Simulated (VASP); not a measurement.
# MgS (so) (Fm-3m) in VASP: further runs

MgS (so) is run at these levels: PBEsol; tasks: single point.

Everything below comes from runs of VASP 6.6.1. Logs are shortened: lines on timing, memory, paths and dates and some standing lists are left out, and cuts for length are marked.

## 1. The cell of the first run

The structure is cubic, space group Fm-3m (No. 225). Conventional cell: a = 5.182 Å, b = 5.182 Å, c = 5.182 Å, α = 90.00°, β = 90.00°, γ = 90.00°. Mg (site symmetry m-3m) has 6 S at 2.59 Å within 3.4 Å. S (site symmetry m-3m) has 6 Mg at 2.59 Å within 3.4 Å.

## 2. Single point, PBEsol, non-collinear spin, zero start, spin-orbit coupling

Contents of INCAR:

```
PREC = Accurate
ENCUT = 520
EDIFF = 1E-7
ISMEAR = 0
SIGMA = 0.01
LREAL = False
LASPH = True
NELM = 150
ALGO = Normal
ISIF = 2
LWAVE = False
LCHARG = True
MAGMOM = 0 0 0 0 0 0
LORBIT = 11
LSORBIT = True
GGA_COMPAT = False
LORBMOM = True
GGA = PS
LVHAR = True
NBANDS = 20
```

Contents of KPOINTS:

```
regular mesh
0
Gamma
  6 6 6
```

Contents of POSCAR:

```
MgS
1.0
    0.0000000000      2.5912100399      2.5912100399
    2.5912100399      0.0000000000      2.5912100399
    2.5912100399      2.5912100399      0.0000000000
Mg S
1 1
Direct
    0.0000000000      0.0000000000      0.0000000000
    0.5000000000      0.5000000000      0.5000000000
```

Potentials or basis: VASP PAW PBE potentials, release 64 (Mg, S).

Command:

```
$ cat potpaw_PBE.64/Mg/POTCAR potpaw_PBE.64/S/POTCAR > POTCAR
$ mpirun -np 1 vasp_ncl > vasp.out
```

OUTCAR:

```text
PREC = Accurate
   ENCUT = 520
   EDIFF = 1E-7
   ISMEAR = 0
   LREAL = False
   LASPH = True
   NELM = 150
   ISIF = 2
   LORBIT = 11
   LSORBIT = True
   GGA = PS

 ion  position               nearest neighbor table
   1  0.000  0.000  0.000-   2 2.59   2 2.59   2 2.59   2 2.59   2 2.59   2 2.59
   2  0.500  0.500  0.500-   1 2.59   1 2.59   1 2.59   1 2.59   1 2.59   1 2.59

  LATTYP: Found a face centered cubic cell.
 ALAT       =     5.1824200798

  Lattice vectors:

 A1 = (   0.0000000000,   2.5912100399,   2.5912100399)
 A2 = (   2.5912100399,   0.0000000000,   2.5912100399)
 A3 = (   2.5912100399,   2.5912100399,   0.0000000000)

Analysis of symmetry for initial positions (statically):
=====================================================================
 Subroutine PRICEL returns:
 Original cell was already a primitive cell.

 Routine SETGRP: Setting up the symmetry group for a
 face centered cubic supercell.

 Subroutine GETGRP returns: Found 48 space group operations
 (whereof 48 operations were pure point group operations)
 out of a pool of 48 trial point group operations.

The static configuration has the point symmetry O_h .

Analysis of symmetry for dynamics (positions and initial velocities):
=====================================================================
 Subroutine PRICEL returns:
 Original cell was already a primitive cell.

 Routine SETGRP: Setting up the symmetry group for a
 face centered cubic supercell.

 Subroutine GETGRP returns: Found 48 space group operations
 (whereof 48 operations were pure point group operations)
 out of a pool of 48 trial point group operations.

The dynamic configuration has the point symmetry O_h .

Analysis of structural, dynamic, and magnetic symmetry:
=====================================================================
 Subroutine PRICEL returns:
 Original cell was already a primitive cell.

 Routine SETGRP: Setting up the symmetry group for a
 face centered cubic supercell.

 Subroutine GETGRP returns: Found 48 space group operations
 (whereof 48 operations were pure point group operations)
 out of a pool of 48 trial point group operations.

The overall configuration has the point symmetry O_h .

 Subroutine INISYM returns: Found 48 space group operations
 (whereof 48 operations are pure point group operations),
 and found     1 'primitive' translations

----------------------------------------------------------------------------------------

                                     Primitive cell

  volume of cell :      34.7967

  direct lattice vectors                    reciprocal lattice vectors
     0.000000000  2.591210040  2.591210040    -0.192960043  0.192960043  0.192960043
     2.591210040  0.000000000  2.591210040     0.192960043 -0.192960043  0.192960043
     2.591210040  2.591210040  0.000000000     0.192960043  0.192960043 -0.192960043

  length of vectors
     3.664524381  3.664524381  3.664524381     0.334216598  0.334216598  0.334216598

  position of ions in fractional coordinates (direct lattice)
     0.000000000  0.000000000  0.000000000
     0.500000000  0.500000000  0.500000000

  ion indices of the primitive-cell ions
   primitive index   ion index
                 1           1
                 2           2

----------------------------------------------------------------------------------------

 KPOINTS: regular mesh

Automatic generation of k-mesh.
 Grid dimensions read from file:
 generate k-points for:    6    6    6

 Generating k-lattice:

  Cartesian coordinates                     Fractional coordinates (reciprocal lattice)
    -0.032160007  0.032160007  0.032160007     0.166666667  0.000000000  0.000000000
     0.032160007 -0.032160007  0.032160007     0.000000000  0.166666667  0.000000000
     0.032160007  0.032160007 -0.032160007     0.000000000  0.000000000  0.166666667

  Length of vectors
     0.055702766  0.055702766  0.055702766

  Shift w.r.t. Gamma in fractional coordinates (k-lattice)
     0.000000000  0.000000000  0.000000000

 Subroutine IBZKPT returns following result:
 ===========================================

 Found     16 irreducible k-points:

 Following reciprocal coordinates:
            Coordinates               Weight
  0.000000  0.000000  0.000000      1.000000
  0.166667  0.000000  0.000000      8.000000
  0.333333  0.000000  0.000000      8.000000
  0.500000  0.000000  0.000000      4.000000
  0.166667  0.166667  0.000000      6.000000
  0.333333  0.166667  0.000000     24.000000
[... 8 lines left out ...]
 -0.333333  0.333333  0.166667     24.000000
 -0.333333  0.500000  0.166667     12.000000
[... 22 lines left out ...]
   IBRION =     -1    ionic relax: 0-MD 1-quasi-New 2-CG
   NFREE  =      0    steps in history (QN), initial steepest desc. (CG)
   ISIF   =      2    stress and relaxation
   ISYM   =      2    0-nonsym 1-usesym 2-fastsym
   POTIM  = 0.5000    time-step for ionic-motion
   TEBEG  =    0.0;   TEEND  =   0.0 temperature during run
   PSTRESS=    0.0 pullay stress
   NELECT =       8.0000    total number of electrons
   NUPDOWN=      -1.0000    fix difference up-down
   EMIN   =  10.00;   EMAX   =-10.00  energy-range for DOS
   EFERMI =   0.00;   METHOD = LEGACY
   ISMEAR =     0;   SIGMA  =   0.01  broadening in eV -4-tet -1-fermi 0-gaus
   EFERMI_NEDOS =   21; number of points for ismear=-14 and -15
   IALGO  =     38    algorithm
   IMIX   =      4    mixing-type and parameters
     AMIX     =   0.40;   BMIX     =  1.00
     AMIX_MAG =   1.60;   BMIX_MAG =  1.00
  volume/ion in A,a.u.               =      17.40       117.41
  Fermi-wavevector in a.u.,A,eV,Ry     =   1.002903  1.895212 13.684933  1.005814
  Thomas-Fermi vector in A             =   2.135420
   LORBIT       =     11    0 simple, 1 ext, 2 COOP (PROOUT), +10 PAW based schemes
   GGA     = PS    functional components
   LHFCALC =     F    Hartree Fock is set to
   AEXX    =    0.0000 exact exchange contribution
   IVDW    =     0    specifies the selected vdW correction
   LEPSILON=     F    determine dielectric tensor
   LRPA    =     F    only Hartree local field effects (RPA)
 Gauss-broadening in eV      SIGMA  =   0.01
  energy-cutoff  :      520.00
  volume of cell :       34.80
 maximum number of plane-waves:      1920
   NGX = 13   NGY = 13   NGZ = 13

 number of electron       7.9999999 magnetization      -0.0000000     -0.0000000     -0.0000000

 number of electron       7.9999999 magnetization       0.0000000      0.0000000      0.0000000

 number of electron       7.9999999 magnetization      -0.0000000      0.0000000      0.0000000

 Free energy of the ion-electron system (eV)
  ---------------------------------------------------
  ext. energy  EPLUGINS =         0.00000000
  ---------------------------------------------------
  free energy    TOTEN  =        -9.07285264 eV

  energy without entropy =       -9.07285264  energy(sigma->0) =       -9.07285264

 E-fermi :   3.8595     XC(G=0):  -9.8859

 val. band max:        3.8175602170   @ k =   0.0000   0.0000   0.0000
 cond. band min:       6.5131409275   @ k =   0.5000   0.5000   0.0000
 fundamental gap:      2.6955807105
 Fermi energy:         3.8595206779

 k-point     1 :       0.0000    0.0000    0.0000
  band No.  band energies     occupation
      1      -8.9668      1.00000
      2      -8.9668      1.00000
      3       3.7236      1.00000
      4       3.7236      1.00000
      5       3.8176      1.00000
      6       3.8176      1.00000
[... 357 lines left out ...]
     19      18.8259      0.00000
     20      18.8259      0.00000

------------------------ aborting loop because EDIFF is reached ----------------------------------------

  FORCE on cell =-STRESS in cart. coord.  units (eV):
  Direction    XX          YY          ZZ          XY          YZ          ZX
  --------------------------------------------------------------------------------------
  -------------------------------------------------------------------------------------
  Total       -0.0401008     -0.0401008     -0.0401008     -0.0000000      0.0000000     -0.0000000
  in kB       -1.8463976     -1.8463976     -1.8463976     -0.0000000      0.0000000     -0.0000000
  external PRESSURE =      -1.8463976 kB  Pullay stress =       0.0000000 kB

 VOLUME and BASIS-vectors are now :
 -----------------------------------------------------------------------------
  energy-cutoff  :      520.00
  volume of cell :       34.80
      direct lattice vectors                 reciprocal lattice vectors
     0.000000000  2.591210040  2.591210040    -0.192960043  0.192960043  0.192960043
     2.591210040  0.000000000  2.591210040     0.192960043 -0.192960043  0.192960043
     2.591210040  2.591210040  0.000000000     0.192960043  0.192960043 -0.192960043

 POSITION                                       TOTAL-FORCE (eV/Angst)
 -----------------------------------------------------------------------------------
      0.00000      0.00000      0.00000         0.000000      0.000000      0.000000
      2.59121      2.59121      2.59121        -0.000000     -0.000000      0.000000
 -----------------------------------------------------------------------------------
    total drift:                                0.000000      0.000000      0.000000

  FREE ENERGIE OF THE ION-ELECTRON SYSTEM (eV)
  ---------------------------------------------------
  free  energy   TOTEN  =        -9.0728526420 eV

  energy  without entropy=       -9.0728526420  energy(sigma->0) =       -9.07285264

 orbital moment (x)

 # of ion     p       d       tot
 ----------------------------------------
  1        -0.000  -0.000  -0.000
  2         0.000   0.000   0.000
 ----------------------------------------
           -0.000  -0.000  -0.000

 orbital moment (y)

 # of ion     p       d       tot
 ----------------------------------------
  1         0.000   0.000   0.000
  2         0.000   0.000   0.000
 ----------------------------------------
            0.000   0.000   0.000

 orbital moment (z)

 # of ion     p       d       tot
 ----------------------------------------
  1         0.000   0.000   0.000
  2         0.000   0.000   0.000
 ----------------------------------------
            0.000   0.000   0.000

 Spin-Orbit-Coupling matrix elements

 Ion:    1  E_soc:     -0.0000354
 l=   1
     0.0000000    -0.0000059    -0.0000059
    -0.0000059     0.0000000    -0.0000059
    -0.0000059    -0.0000059     0.0000000
 l=   2
     0.0000000     0.0000000     0.0000000     0.0000000    -0.0000000
     0.0000000     0.0000000    -0.0000000     0.0000000    -0.0000000
     0.0000000    -0.0000000     0.0000000    -0.0000000     0.0000000
     0.0000000     0.0000000    -0.0000000     0.0000000    -0.0000000
    -0.0000000    -0.0000000     0.0000000    -0.0000000     0.0000000
 l=   3
     0.0000000     0.0000000     0.0000000     0.0000000     0.0000000     0.0000000     0.0000000
     0.0000000     0.0000000     0.0000000     0.0000000     0.0000000     0.0000000     0.0000000
     0.0000000     0.0000000     0.0000000     0.0000000     0.0000000     0.0000000     0.0000000
     0.0000000     0.0000000     0.0000000     0.0000000     0.0000000     0.0000000     0.0000000
     0.0000000     0.0000000     0.0000000     0.0000000     0.0000000     0.0000000     0.0000000
     0.0000000     0.0000000     0.0000000     0.0000000     0.0000000     0.0000000     0.0000000
     0.0000000     0.0000000     0.0000000     0.0000000     0.0000000     0.0000000     0.0000000

 Ion:    2  E_soc:     -0.0016239
 l=   1
     0.0000000    -0.0002706    -0.0002706
    -0.0002706     0.0000000    -0.0002706
    -0.0002706    -0.0002706     0.0000000
 l=   2
     0.0000000     0.0000000     0.0000000     0.0000000     0.0000000
     0.0000000     0.0000000     0.0000000     0.0000000     0.0000000
     0.0000000     0.0000000     0.0000000     0.0000000     0.0000000
     0.0000000     0.0000000     0.0000000     0.0000000     0.0000000
     0.0000000     0.0000000     0.0000000     0.0000000     0.0000000
 l=   3
     0.0000000     0.0000000     0.0000000     0.0000000     0.0000000     0.0000000     0.0000000
     0.0000000     0.0000000     0.0000000     0.0000000     0.0000000     0.0000000     0.0000000
     0.0000000     0.0000000     0.0000000     0.0000000     0.0000000     0.0000000     0.0000000
     0.0000000     0.0000000     0.0000000     0.0000000     0.0000000     0.0000000     0.0000000
     0.0000000     0.0000000     0.0000000     0.0000000     0.0000000     0.0000000     0.0000000
     0.0000000     0.0000000     0.0000000     0.0000000     0.0000000     0.0000000     0.0000000
     0.0000000     0.0000000     0.0000000     0.0000000     0.0000000     0.0000000     0.0000000

 total charge

# of ion       s       p       d       tot
------------------------------------------
    1        0.138   0.131   0.041   0.311
    2        1.308   2.486   0.000   3.794
--------------------------------------------------
tot          1.446   2.617   0.041   4.104

 magnetization (x)

# of ion       s       p       d       tot
------------------------------------------
    1        0.000  -0.000   0.000  -0.000
    2        0.000   0.000   0.000   0.000
--------------------------------------------------
tot          0.000   0.000   0.000   0.000

 magnetization (y)

# of ion       s       p       d       tot
------------------------------------------
    1       -0.000  -0.000  -0.000  -0.000
    2        0.000   0.000   0.000   0.000
--------------------------------------------------
tot         -0.000   0.000  -0.000  -0.000

 magnetization (z)

# of ion       s       p       d       tot
------------------------------------------
    1        0.000  -0.000  -0.000  -0.000
    2        0.000   0.000   0.000   0.000
--------------------------------------------------
tot          0.000  -0.000  -0.000  -0.000
```

Run time: 38 s. Hardware: 1 thread of Intel Xeon 8259CL, shared host; peak memory 0.24 GiB.

What came out:

* Free energy: -9.0729 eV
* Pressure: -0.2 GPa
* Net moment: 0.00 μB per cell
* Valence electrons inside the program's atomic spheres: Mg 0.31; S 3.79

Moments on the atoms (μB; x, y, z):
```
Mg  0.00 0.00 0.00
S   0.00 0.00 0.00
```

Caveat: the PAW data sets were made with another functional, which shifts forces and pressure a little.

## 3. Single point, PBEsol, non-collinear spin, zero start, spin-orbit coupling

Contents of INCAR:

```
SYSTEM = MgS
  PREC = Accurate
  ENCUT = 520
  EDIFF = 1E-6
  ISMEAR = 0
  SIGMA = 0.01
  LREAL = .False.
  LASPH = .True.
  NELM = 150
  ALGO = Normal
  ISIF = 2
  LWAVE = .False.
  LCHARG = .False.
  MAGMOM = 0 0 0 0 0 0
  LORBIT = 11
  LSORBIT = .True.
  GGA_COMPAT = .False.
  LORBMOM = .True.
  GGA = PS
  NBANDS = 20
```

Contents of KPOINTS:

```
regular mesh
0
Gamma
  6 6 6
  0 0 0
```

POSCAR is that of step 2.

Potentials or basis: VASP PAW PBE potentials, release 64 (Mg, S).

Command:

```
$ cat potpaw_PBE.64/Mg/POTCAR potpaw_PBE.64/S/POTCAR > POTCAR
$ mpirun -np 1 vasp_ncl > vasp.out
```

Run time: 39 s. Hardware: 1 thread of Intel Xeon 8259CL, shared host; peak memory 0.24 GiB.

Results (log left out):

| Quantity | Value |
| --- | --- |
| Free energy | -9.0729 eV |
| Pressure | -0.2 GPa |
| Net moment | 0.00 μB per cell |
| Valence electrons inside the program's atomic spheres | Mg 0.31; S 3.79 |

Moments on the atoms (μB; x, y, z):
```
Mg  0.00 0.00 0.00
S   0.00 0.00 0.00
```

Caveat: the PAW data sets were made with another functional, which shifts forces and pressure a little.
